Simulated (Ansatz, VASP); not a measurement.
# Ge7Au in VASP and in Ansatz

```xyz
8
Lattice="5.7980 0.0000 0.0000 0.0000 5.7980 0.0000 0.0000 0.0000 5.7980" Properties=species:S:1:pos:R:3 pbc="T T T"
Ge    1.4554    1.4554    1.4554
Ge    0.0000    2.8990    2.8990
Ge    2.8990    2.8990    0.0000
Ge    2.8990    0.0000    2.8990
Ge    4.3426    1.4554    4.3426
Ge    4.3426    4.3426    1.4554
Ge    1.4554    4.3426    4.3426
Au    0.0000    0.0000    0.0000
```

Alike in both runs: task single point; functional PBE; k mesh 4 × 4 × 4; occupations gaussian, width 0.2 eV; no spin polarisation.

|  | VASP | Ansatz |
| --- | --- | --- |
| version | VASP 6.6.1 | Ansatz 0.2.0 |
| potentials or method | VASP PAW PBE potentials, release 64 (Ge_d, Au), cutoff 520 eV | scalar-relativistic, plane waves, PAW |
| valence electrons in the cell | 109 | 117 |

Ansatz gave:

```
gap on the k mesh at the Fermi level (eV) : none
pressure (GPa)                            : 0.1
rms of the force components (eV/Å)        : 0.004
```

Question: Estimate VASP's values.

Answer: gap on the k mesh at the Fermi level (eV): none; pressure (GPa): 0.0; rms of the force components (eV/Å): 0.004.

Atom by atom the forces differ by 0.000 eV/Å (rms over components). A gap of «none» marks a metal or a gap that the smearing closes. With one functional, cell and mesh, what is left measures potentials, basis and numerics. VASP's potentials hold 109 valence electrons a cell and Ansatz's 117, so a difference there can come from the potentials and not from the codes.

Neither program's run includes spin-orbit coupling.
